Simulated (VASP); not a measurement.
# LiCl (I4/mmm) in VASP: further runs

Runs on LiCl. Level: r2SCAN. Tasks: single point.

All numbers are computed with VASP 6.6.1; they aren't measurements. Logs are shortened: lines on timing, memory, paths and dates and some standing lists are left out, and cuts for length are marked.

## 1. The cell of the first run

It takes space group I4/mmm (No. 139, tetragonal). The conventional cell has a = 4.072 Å, b = 4.072 Å, c = 4.071 Å, α = 90.00°, β = 90.00°, γ = 90.00°. Within 2.7 Å of Li (site symmetry 4/mmm) lie 2 Cl at 2.04 Å. Within 2.7 Å of Cl (site symmetry 4/mmm) lie 2 Li at 2.04 Å.

## 2. Single point, r2SCAN

The input, POSCAR:

```
LiCl
1.0
    0.0000000000      2.8789906905      2.0354464182
    2.8789906905      0.0000000000      2.0354464182
    2.8789906905      2.8789906905      0.0000000000
Li Cl
1 1
Direct
    0.0000000000      0.0000000000      0.0000000000
    0.5000000000      0.5000000000      0.5000000000
```

The input, INCAR.step1:

```
  PREC = Accurate
  ENCUT = 520
  ISMEAR = 0
  SIGMA = 0.05
  LREAL = False
  LASPH = True
  NELM = 60
  NBANDS = 12
  GGA = PE
  ALGO = Normal
  EDIFF = 1E-4
  LWAVE = True
  LCHARG = False
```

The input, INCAR.step2:

```
  PREC = Accurate
  ENCUT = 520
  EDIFF = 1E-6
  ISMEAR = 0
  SIGMA = 0.05
  LREAL = False
  LASPH = True
  NELM = 60
  ALGO = Normal
  ISIF = 2
  LWAVE = False
  LCHARG = True
  METAGGA = R2SCAN
  LMIXTAU = True
  LELF = True
  LVHAR = True
  NBANDS = 12
  ISTART = 1
```

The input, KPOINTS:

```
Automatic mesh
0
Gamma
  8 8 8
```

Potentials or basis: VASP PAW PBE potentials, release 64 (Li_sv, Cl).

Command:

```
$ cat potpaw_PBE.64/Li_sv/POTCAR potpaw_PBE.64/Cl/POTCAR > POTCAR
$ cp INCAR.step1 INCAR
$ mpirun -np 1 vasp_std > vasp.out
$ cp INCAR.step2 INCAR
$ mpirun -np 1 vasp_std > vasp.out
```

OUTCAR:

```text
PREC = Accurate
   ENCUT = 520
   EDIFF = 1E-6
   ISMEAR = 0
   LREAL = False
   LASPH = True
   NELM = 60
   ISIF = 2
   METAGGA = R2SCAN
   ISTART = 1

 ion  position               nearest neighbor table
   1  0.000  0.000  0.000-   2 2.04   2 2.04
   2  0.500  0.500  0.500-   1 2.04   1 2.04

  LATTYP: Found a body centered tetragonal cell.
 ALAT       =     4.0715076805
 C/A-ratio  =     0.9998489886

  Lattice vectors:

 A1 = (   0.0000000000,  -2.8789906905,  -2.0354464182)
 A2 = (   0.0000000000,   2.8789906905,  -2.0354464182)
 A3 = (   2.8789906905,   0.0000000000,   2.0354464182)

Analysis of symmetry for initial positions (statically):
=====================================================================
 Subroutine PRICEL returns:
 Original cell was already a primitive cell.

 Routine SETGRP: Setting up the symmetry group for a
 body centered tetragonal supercell.

 Subroutine GETGRP returns: Found 16 space group operations
 (whereof 16 operations were pure point group operations)
 out of a pool of 16 trial point group operations.

The static configuration has the point symmetry D_4h.

Analysis of symmetry for dynamics (positions and initial velocities):
=====================================================================
 Subroutine PRICEL returns:
 Original cell was already a primitive cell.

 Routine SETGRP: Setting up the symmetry group for a
 body centered tetragonal supercell.

 Subroutine GETGRP returns: Found 16 space group operations
 (whereof 16 operations were pure point group operations)
 out of a pool of 16 trial point group operations.

The dynamic configuration has the point symmetry D_4h.

 Subroutine INISYM returns: Found 16 space group operations
 (whereof 16 operations are pure point group operations),
 and found     1 'primitive' translations

----------------------------------------------------------------------------------------

                                     Primitive cell

  volume of cell :      33.7420

  direct lattice vectors                    reciprocal lattice vectors
     0.000000000  2.878990690  2.035446418    -0.173671975  0.173671975  0.245646358
     2.878990690  0.000000000  2.035446418     0.173671975 -0.173671975  0.245646358
     2.878990690  2.878990690  0.000000000     0.173671975  0.173671975 -0.245646358

  length of vectors
     3.525851602  3.525851602  4.071507680     0.347370182  0.347370182  0.347370182

  position of ions in fractional coordinates (direct lattice)
     0.000000000  0.000000000  0.000000000
     0.500000000  0.500000000  0.500000000

  ion indices of the primitive-cell ions
   primitive index   ion index
                 1           1
                 2           2

----------------------------------------------------------------------------------------

 KPOINTS: Automatic mesh

Automatic generation of k-mesh.
 Grid dimensions read from file:
 generate k-points for:    8    8    8

 Generating k-lattice:

  Cartesian coordinates                     Fractional coordinates (reciprocal lattice)
    -0.021708997  0.021708997  0.030705795     0.125000000  0.000000000  0.000000000
     0.021708997 -0.021708997  0.030705795     0.000000000  0.125000000  0.000000000
     0.021708997  0.021708997 -0.030705795     0.000000000  0.000000000  0.125000000

  Length of vectors
     0.043421273  0.043421273  0.043421273

  Shift w.r.t. Gamma in fractional coordinates (k-lattice)
     0.000000000  0.000000000  0.000000000

 Subroutine IBZKPT returns following result:
 ===========================================

 Found     59 irreducible k-points:

 Following reciprocal coordinates:
            Coordinates               Weight
  0.000000  0.000000  0.000000      1.000000
  0.125000  0.000000  0.000000      8.000000
  0.250000  0.000000  0.000000      8.000000
  0.375000  0.000000  0.000000      8.000000
  0.500000  0.000000  0.000000      4.000000
  0.125000  0.125000  0.000000      2.000000
[... 16 lines left out ...]
  0.250000  0.000000  0.125000     16.000000
  0.375000  0.000000  0.125000     16.000000
 [... further k-points ...]
   k-points           NKPTS =     59   k-points in BZ     NKDIM =     59   number of bands    NBANDS=     12
   number of dos      NEDOS =    301   number of ions     NIONS =      2
   total plane-waves  NPLWV =  23520
   dimension x,y,z NGX =    28 NGY =   28 NGZ =   30
   dimension x,y,z NGXF=    56 NGYF=   56 NGZF=   60
   ions per type =               1   1
   NGX,Y,Z   is equivalent  to a cutoff of  13.20, 13.20, 12.25 a.u.
   NGXF,Y,Z  is equivalent  to a cutoff of  26.40, 26.40, 24.50 a.u.
 SYSTEM =  unknown system
   PREC   = accura    normal or accurate (medium, high low for compatibility)
   ISTART =      1    job   : 0-new  1-cont  2-samecut
   ICHARG =      0    charge: 1-file 2-atom 10-const
   ISPIN  =      1    spin polarized calculation?
   LNONCOLLINEAR =      F non collinear calculations
   LSORBIT =      F    spin-orbit coupling
   LASPH  =      T    aspherical Exc in radial PAW
   ENCUT  =  520.0 eV  38.22 Ry    6.18 a.u.   6.56  6.56  7.57*2*pi/ulx,y,z
   NELM   =     60;   NELMIN=  2; NELMDL=  0     # of ELM steps
   EDIFF  = 0.1E-05   stopping-criterion for ELM
   LREAL  =      F    real-space projection
   EDIFFG = 0.1E-04   stopping-criterion for IOM
   NSW    =      0    number of steps for IOM
   IBRION =     -1    ionic relax: 0-MD 1-quasi-New 2-CG
   NFREE  =      0    steps in history (QN), initial steepest desc. (CG)
   ISIF   =      2    stress and relaxation
   ISYM   =      2    0-nonsym 1-usesym 2-fastsym
   POTIM  = 0.5000    time-step for ionic-motion
   TEBEG  =    0.0;   TEEND  =   0.0 temperature during run
   PSTRESS=    0.0 pullay stress
   NELECT =      10.0000    total number of electrons
   NUPDOWN=      -1.0000    fix difference up-down
   EMIN   =  10.00;   EMAX   =-10.00  energy-range for DOS
   EFERMI =   0.00;   METHOD = LEGACY
   ISMEAR =     0;   SIGMA  =   0.05  broadening in eV -4-tet -1-fermi 0-gaus
   EFERMI_NEDOS =   21; number of points for ismear=-14 and -15
   IALGO  =     38    algorithm
   IMIX   =      4    mixing-type and parameters
     AMIX     =   0.40;   BMIX     =  1.00
     AMIX_MAG =   1.60;   BMIX_MAG =  1.00
  volume/ion in A,a.u.               =      16.87       113.85
  Fermi-wavevector in a.u.,A,eV,Ry     =   1.091486  2.062609 16.209183  1.191341
  Thomas-Fermi vector in A             =   2.227732
   LORBIT       =      0    0 simple, 1 ext, 2 COOP (PROOUT), +10 PAW based schemes
   METAGGA = R2SCAN    functional components
   LHFCALC =     F    Hartree Fock is set to
   AEXX    =    0.0000 exact exchange contribution
   IVDW    =     0    specifies the selected vdW correction
   LEPSILON=     F    determine dielectric tensor
   LRPA    =     F    only Hartree local field effects (RPA)
 non-spin polarized calculation
 Gauss-broadening in eV      SIGMA  =   0.05
  energy-cutoff  :      520.00
  volume of cell :       33.74
 maximum number of plane-waves:       935
 NGX is ok and might be reduce to    28

 number of electron       9.9999996 magnetization

 Free energy of the ion-electron system (eV)
  ---------------------------------------------------
  ext. energy  EPLUGINS =         0.00000000
  ---------------------------------------------------
  free energy    TOTEN  =       -12.03495104 eV

  energy without entropy =      -12.03495104  energy(sigma->0) =      -12.03495104

 E-fermi :   0.5475     XC(G=0):  -9.0234

 val. band max:        0.2449451502   @ k =   0.0000   0.0000   0.0000
 cond. band min:       7.1121809146   @ k =   0.0000   0.0000   0.0000
 fundamental gap:      6.8672357644
 Fermi energy:         0.5475304747

 k-point     1 :       0.0000    0.0000    0.0000
  band No.  band energies     occupation
      1     -44.3674      2.00000
      2     -13.9669      2.00000
      3      -1.1396      2.00000
      4       0.2449      2.00000
      5       0.2449      2.00000
      6       7.1122      0.00000
      7      12.7048      0.00000
      8      12.7048      0.00000
      9      12.9260      0.00000
     10      14.3485      0.00000
     11      14.3487      0.00000
     12      15.3964      0.00000

 k-point     2 :       0.1250    0.0000    0.0000
  band No.  band energies     occupation
      1     -44.3667      2.00000
      2     -13.9074      2.00000
      3      -1.2526      2.00000
      4      -0.0077      2.00000
      5       0.1049      2.00000
      6       7.6019      0.00000
      7      11.4820      0.00000
      8      11.7996      0.00000
      9      13.4318      0.00000
     10      14.5862      0.00000
     11      15.3585      0.00000
     12      16.2035      0.00000

 k-point     3 :       0.2500    0.0000    0.0000
  band No.  band energies     occupation
      1     -44.3651      2.00000
      2     -13.7578      2.00000
      3      -1.7689      2.00000
      4      -0.2075      2.00000
      5      -0.1988      2.00000
      6       7.9934      0.00000
      7      10.1372      0.00000
      8      11.4806      0.00000
      9      14.6770      0.00000
     10      14.9922      0.00000
     11      15.1176      0.00000
     12      18.2590      0.00000

 k-point     4 :       0.3750    0.0000    0.0000
  band No.  band energies     occupation
      1     -44.3636      2.00000
      2     -13.5987      2.00000
      3      -2.3990      2.00000
      4      -0.4902      2.00000
      5      -0.1286      2.00000
      6       7.4915      0.00000
      7       9.3079      0.00000
      8      12.7155      0.00000
      9      13.8830      0.00000
     10      15.6688      0.00000
     11      17.6060      0.00000
     12      18.7499      0.00000

 k-point     5 :       0.5000    0.0000    0.0000
  band No.  band energies     occupation
      1     -44.3628      2.00000
      2     -13.5297      2.00000
      3      -2.6584      2.00000
      4      -0.6001      2.00000
      5      -0.0726      2.00000
      6       7.2115      0.00000
      7       9.0299      0.00000
      8      13.3550      0.00000
      9      13.7617      0.00000
     10      16.0444      0.00000
     11      18.2880      0.00000
     12      19.8986      0.00000
[... 228 lines left out ...]
      1     -44.3614      2.00000
      2     -12.9536      2.00000
      3      -2.8257      2.00000
      4      -1.8035      2.00000
      5      -1.8035      2.00000
      6       8.0001      0.00000
      7       9.8121      0.00000
      8      14.5323      0.00000
      9      14.5325      0.00000
     10      17.1708      0.00000
     11      18.2552      0.00000
     12      18.2553      0.00000

 k-point    22 :       0.1250    0.0000    0.1250
  band No.  band energies     occupation
      1     -44.3669      2.00000
      2     -13.8840      2.00000
      3      -1.2635      2.00000
      4      -0.3471      2.00000
      5       0.2326      2.00000
      6       7.7639      0.00000
      7      11.7944      0.00000
      8      12.2015      0.00000
      9      13.2937      0.00000
     10      13.6353      0.00000
     11      15.5647      0.00000
     12      16.6970      0.00000

 k-point    23 :       0.2500    0.0000    0.1250
  band No.  band energies     occupation
      1     -44.3658      2.00000
      2     -13.7606      2.00000
      3      -1.6001      2.00000
      4      -0.7256      2.00000
      5       0.0454      2.00000
      6       8.4697      0.00000
      7      10.8028      0.00000
      8      11.2896      0.00000
      9      14.1136      0.00000
     10      14.5344      0.00000
     11      16.2237      0.00000
     12      17.3497      0.00000

 k-point    24 :       0.3750    0.0000    0.1250
  band No.  band energies     occupation
      1     -44.3643      2.00000
      2     -13.6019      2.00000
      3      -2.2069      2.00000
      4      -0.7622      2.00000
      5      -0.2542      2.00000
      6       8.3045      0.00000
      7       9.8594      0.00000
      8      11.8294      0.00000
      9      14.3238      0.00000
     10      16.3251      0.00000
     11      16.6978      0.00000
     12      18.6606      0.00000

 [... further k-points ...]
[... 5 lines left out ...]
  --------------------------------------------------------------------------------------
  -------------------------------------------------------------------------------------
  Total       -0.1468896     -0.1468896      6.3089845      0.0000000      0.0000000      0.0000000
  in kB       -6.9747964     -6.9747964    299.5710560      0.0000000      0.0000000      0.0000000
  external PRESSURE =      95.2071544 kB  Pullay stress =       0.0000000 kB

 VOLUME and BASIS-vectors are now :
 -----------------------------------------------------------------------------
  energy-cutoff  :      520.00
  volume of cell :       33.74
      direct lattice vectors                 reciprocal lattice vectors
     0.000000000  2.878990690  2.035446418    -0.173671975  0.173671975  0.245646358
     2.878990690  0.000000000  2.035446418     0.173671975 -0.173671975  0.245646358
     2.878990690  2.878990690  0.000000000     0.173671975  0.173671975 -0.245646358

 POSITION                                       TOTAL-FORCE (eV/Angst)
 -----------------------------------------------------------------------------------
      0.00000      0.00000      0.00000         0.000000     -0.000000     -0.000000
      2.87899      2.87899      2.03545        -0.000000      0.000000      0.000000
 -----------------------------------------------------------------------------------
    total drift:                                0.000000      0.000000      0.000000

  FREE ENERGIE OF THE ION-ELECTRON SYSTEM (eV)
  ---------------------------------------------------
  free  energy   TOTEN  =       -12.0349510447 eV

  energy  without entropy=      -12.0349510447  energy(sigma->0) =      -12.03495104
```

It took 2.7 min on 1 thread of Intel Xeon 8259CL, shared host; peak memory 0.17 GiB.

Results:

* Free energy: -12.0350 eV
* Band gap on the k mesh: 6.87 eV

Caveat: the cutoff is under 1.25 times the usual one of these potentials, so pressure, stress and relaxed cells hold a basis-set (Pulay) error; the PAW data sets were made with another functional, which shifts forces and pressure a little. A k mesh can miss the band edges.

## 3. Single point, r2SCAN

This run uses another cell than the first one, of the same volume but with other edges.

The input, POSCAR:

```
LiCl
1.0
    0.0000000000      2.2850564253      3.2310697854
    2.2850564253      0.0000000000      3.2310697854
    2.2850564253      2.2850564253      0.0000000000
Li Cl
1 1
Direct
    0.0000000000      0.0000000000      0.0000000000
    0.5000000000      0.5000000000      0.5000000000
```

The input, INCAR.step1:

```
ALGO = Normal ; EDIFF = 1E-4
ENCUT = 520 ; GGA = PE
ISMEAR = 0 ; LASPH = T
LCHARG = F ; LREAL = F
LWAVE = T ; NBANDS = 12
NELM = 100 ; PREC = Accurate
SIGMA = 0.05
```

The input, INCAR.step2:

```
ALGO = Normal ; EDIFF = 1E-6
ENCUT = 520 ; ISIF = 2
ISMEAR = 0 ; ISTART = 1
LASPH = T ; LCHARG = F
LMIXTAU = T ; LREAL = F
LWAVE = F ; METAGGA = R2SCAN
NBANDS = 12 ; NELM = 100
PREC = Accurate ; SIGMA = 0.05
```

The input, KPOINTS:

```
k-points
0
Gamma
  8 8 8
```

Potentials or basis: VASP PAW PBE potentials, release 64 (Li_sv, Cl).

Command:

```
$ cat potpaw_PBE.64/Li_sv/POTCAR potpaw_PBE.64/Cl/POTCAR > POTCAR
$ cp INCAR.step1 INCAR
$ mpirun -np 1 vasp_std > vasp.out
$ cp INCAR.step2 INCAR
$ mpirun -np 1 vasp_std > vasp.out
```

Run time: 3.2 min. Hardware: 1 thread of Intel Xeon 8259CL, shared host; peak memory 0.17 GiB.

Results (log left out):

- Free energy: -12.3006 eV
- Band gap on the k mesh: 6.64 eV (least direct gap 6.85 eV)

Levels at points of the mesh, in eV from the valence-band top:
```
           k point  band 2  band 3  band 4  band 5  band 6  band 7  band 8  band 9
(0.00, 0.00, 0.00)  -14.42   -0.69   -0.43   -0.43    6.64   11.02   13.19   13.19
(0.50, 0.00, 0.00)  -13.85   -3.28   -1.08    0.00    6.85    9.97   11.37   13.13
(0.50, 0.50, 0.00)  -14.07   -3.18   -0.74   -0.74    9.75   10.25   10.82   17.78
(0.50, 0.00, 0.50)  -13.24   -3.47   -2.91   -0.75    8.77    8.96   12.25   14.75
```

Caveat: the cutoff is under 1.25 times the usual one of these potentials, so pressure, stress and relaxed cells hold a basis-set (Pulay) error; the PAW data sets were made with another functional, which shifts forces and pressure a little. A k mesh can miss the band edges.

## 4. Single point, r2SCAN

This run uses another cell than the first one, of the same volume but with other edges.

The input, POSCAR:

```
LiCl
1.0
    0.0000000000      2.7075329873      2.3014030392
    2.7075329873      0.0000000000      2.3014030392
    2.7075329873      2.7075329873      0.0000000000
Li Cl
1 1
Direct
    0.0000000000      0.0000000000      0.0000000000
    0.5000000000      0.5000000000      0.5000000000
```

The input, INCAR.step1:

```
SYSTEM = LiCl
  PREC = Accurate
  ENCUT = 520
  ISMEAR = 0
  SIGMA = 0.05
  LREAL = .FALSE.
  LASPH = .TRUE.
  NELM = 100
  NBANDS = 12
  GGA = PE
  ALGO = Normal
  EDIFF = 1E-4
  LWAVE = .TRUE.
  LCHARG = .FALSE.
```

The input, INCAR.step2:

```
SYSTEM = LiCl
  PREC = Accurate
  ENCUT = 520
  EDIFF = 1E-6
  ISMEAR = 0
  SIGMA = 0.05
  LREAL = .FALSE.
  LASPH = .TRUE.
  NELM = 100
  ALGO = Normal
  ISIF = 2
  LWAVE = .FALSE.
  LCHARG = .FALSE.
  METAGGA = R2SCAN
  LMIXTAU = .TRUE.
  NBANDS = 12
  ISTART = 1
```

The input, KPOINTS:

```
Automatic mesh
0
G
  8 8 8
  0 0 0
```

Command:

```
$ cat potpaw_PBE.64/Li_sv/POTCAR potpaw_PBE.64/Cl/POTCAR > POTCAR
$ cp INCAR.step1 INCAR
$ mpirun -np 1 vasp_std > vasp.out
$ cp INCAR.step2 INCAR
$ mpirun -np 1 vasp_std > vasp.out
```

Run time: 2.7 min. Hardware: 1 thread of Intel Xeon 8259CL, shared host; peak memory 0.17 GiB.

It converged, with:

* Free energy: -12.5050 eV
* Band gap on the k mesh: 7.12 eV

Levels at points of the mesh, in eV from the valence-band top:
```
           k point  band 2  band 3  band 4  band 5  band 6  band 7  band 8  band 9
(0.00, 0.00, 0.00)  -14.14   -0.61    0.00    0.00    7.12   12.25   12.25   13.61
(0.50, 0.00, 0.00)  -13.59   -2.97   -0.61   -0.28    7.27    9.50   11.23   13.95
(0.50, 0.50, 0.00)  -13.16   -3.07   -1.62   -1.62    8.28    8.72   14.62   14.62
(0.50, 0.00, 0.50)  -13.40   -3.11   -1.66   -0.59    8.95    9.23   12.72   14.11
```

Caveat: the cutoff is under 1.25 times the usual one of these potentials, so pressure, stress and relaxed cells hold a basis-set (Pulay) error; the PAW data sets were made with another functional, which shifts forces and pressure a little. A k mesh can miss the band edges.

## 5. Summary

```tsv
cell	gap on the mesh (eV)
a = 3.526, b = 3.526, c = 4.072 Å, angles 54.7, 54.7, 70.5°, 2 atoms	6.87
a = 3.957, b = 3.957, c = 3.232 Å, angles 65.9, 65.9, 48.2°, 2 atoms	6.64
a = 3.553, b = 3.553, c = 3.829 Å, angles 57.4, 57.4, 65.2°, 2 atoms	7.12
```

Alike in all rows: task single point; level r2SCAN; potentials or basis VASP PAW PBE potentials, release 64 (Li_sv, Cl); no spin polarisation; k mesh 8 × 8 × 8; cutoff (eV) 520; smearing gaussian 0.05 eV.

Caveats: the cutoff is under 1.25 times the usual one of these potentials, so pressure, stress and relaxed cells hold a basis-set (Pulay) error; the PAW data sets were made with another functional, which shifts forces and pressure a little.

Total energies depend on the potentials used, so only differences within one code and one set of settings carry meaning.
